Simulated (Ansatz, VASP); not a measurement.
# WAu: VASP beside Ansatz

Contents of POSCAR:

```
WAu
1.0
    0.0000000000      2.7479792600      2.7479792600
    2.7479792600      0.0000000000      2.7479792600
    2.7479792600      2.7479792600      0.0000000000
W Au
1 1
Direct
    0.0000000000      0.0000000000      0.0000000000
    0.7500000000      0.7500000000      0.7500000000
```

INCAR.step1

```
SYSTEM = WAu
  PREC = Accurate
  ENCUT = 520
  ISMEAR = -1
  SIGMA = 0.05
  LREAL = .False.
  LASPH = .True.
  NELM = 150
  MAGMOM = 0 0 0 0 0 0
  LSORBIT = .True.
  GGA_COMPAT = .False.
  LMAXMIX = 4
  NBANDS = 37
  GGA = PE
  ALGO = Normal
  EDIFF = 1E-4
  LWAVE = .True.
  LCHARG = .False.
```

File INCAR.step2:

```
SYSTEM = WAu
  PREC = Accurate
  ENCUT = 520
  EDIFF = 1E-6
  ISMEAR = -1
  SIGMA = 0.05
  LREAL = .False.
  LASPH = .True.
  NELM = 150
  ALGO = Normal
  ISIF = 2
  LWAVE = .False.
  LCHARG = .False.
  MAGMOM = 0 0 0 0 0 0
  LORBIT = 11
  LSORBIT = .True.
  GGA_COMPAT = .False.
  LORBMOM = .True.
  LMAXMIX = 4
  METAGGA = R2SCAN
  LMIXTAU = .True.
  NBANDS = 37
  ISTART = 1
```

KPOINTS

```
regular mesh
0
Gamma
  6 6 6
  0 0 0
```

Contents of input.yaml:

```yaml
crystal:
  lattice:
    - [0.0, 2.74797926, 2.74797926]
    - [2.74797926, 0.0, 2.74797926]
    - [2.74797926, 2.74797926, 0.0]
  atoms:
    - { symbol: W, position: [0.0, 0.0, 0.0] }
    - { symbol: Au, position: [0.75, 0.75, 0.75] }
hamiltonian:
  xc: r2scan
  pseudopotentials: { kind: paw_fr }
magnetization:
  noncollinear: true
  spin_orbit: true
kpoints:
  mp_grid: { grid: [6, 6, 6] }
  band_path:
    path:
      - [[0.0, 0.0, 0.0], [0.5, 0.0, 0.5], [0.5, 0.25, 0.75], [0.375, 0.375, 0.75], [0.0, 0.0, 0.0], [0.5, 0.5, 0.5], [0.625, 0.25, 0.625], [0.5, 0.25, 0.75], [0.5, 0.5, 0.5], [0.375, 0.375, 0.75]]
      - [[0.625, 0.25, 0.625], [0.5, 0.0, 0.5]]
    npoints: 14
scf:
  occupations: { method: fermi_dirac, width: 0.05 }
  n_extra_bands: 6
output:
  forces: true
  stress: true
  eigenvalues: true
  fatbands: true
```

Alike in both runs: functional r2SCAN; k mesh 6 × 6 × 6; occupations fermi-dirac, width 0.05 eV; non-collinear spin, spin-orbit coupling.

|  | VASP | Ansatz |
| --- | --- | --- |
| version | VASP 6.6.1 | Ansatz 0.2.0 |
| potentials or method | VASP PAW PBE potentials, release 64 (W_sv, Au) | Ansatz PAW |
| plane-wave cutoff (eV) | 520 | 500 |
| valence electrons in the cell | 25 | 33 |
| task | single point | band structure |

```csv
,VASP,Ansatz,Ansatz less VASP
net moment per atom (μB),0.00,0.00,0.000
```

VASP's potentials were made for PBE, not for r2SCAN. VASP's potentials hold 25 valence electrons a cell and Ansatz's 33, so a difference there can come from the potentials and not from the codes.
